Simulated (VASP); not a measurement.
A run of VASP 6.6.1:

INCAR

```
SYSTEM = C
  PREC = Accurate
  ENCUT = 520
  EDIFF = 1E-6
  ISMEAR = -1
  SIGMA = 0.05
  LREAL = .FALSE.
  LASPH = .TRUE.
  NELM = 100
  ALGO = Normal
  ISIF = 2
  LWAVE = .FALSE.
  LCHARG = .TRUE.
  GGA = PE
  LELF = .TRUE.
  LVHAR = .TRUE.
  NBANDS = 11
```

Contents of KPOINTS:

```
regular mesh
0
G
  18 18 18
  0 0 0
```

The input POSCAR:

```
C
1.0
    0.0000000000      2.0839490168      3.2802356879
    1.2031449895      0.0000000000      3.2802356879
    1.2031449895      2.0839490168      0.0000000000
C
2
Direct
    0.1666700000      0.8333300000      0.1666700000
    0.8333300000      0.1666700000      0.8333300000
```

Potentials or basis: VASP PAW PBE potentials, release 64 (C).

Launch:

```sh
$ cat potpaw_PBE.64/C/POTCAR > POTCAR
$ mpirun -np 1 vasp_std > vasp.out
```

Hardware: 1 thread of Intel(R) Xeon(R) Platinum 8259CL CPU @ 2.50GHz (Skylake/Cascade Lake) (shared host).

How long does it take, and how much memory?

Wall time 3.2 min on 1 thread of Intel(R) Xeon(R) Platinum 8259CL CPU @ 2.50GHz (Skylake/Cascade Lake) (shared host), peak memory 0.23 GiB. Counts: scf iterations 11, k points 865.
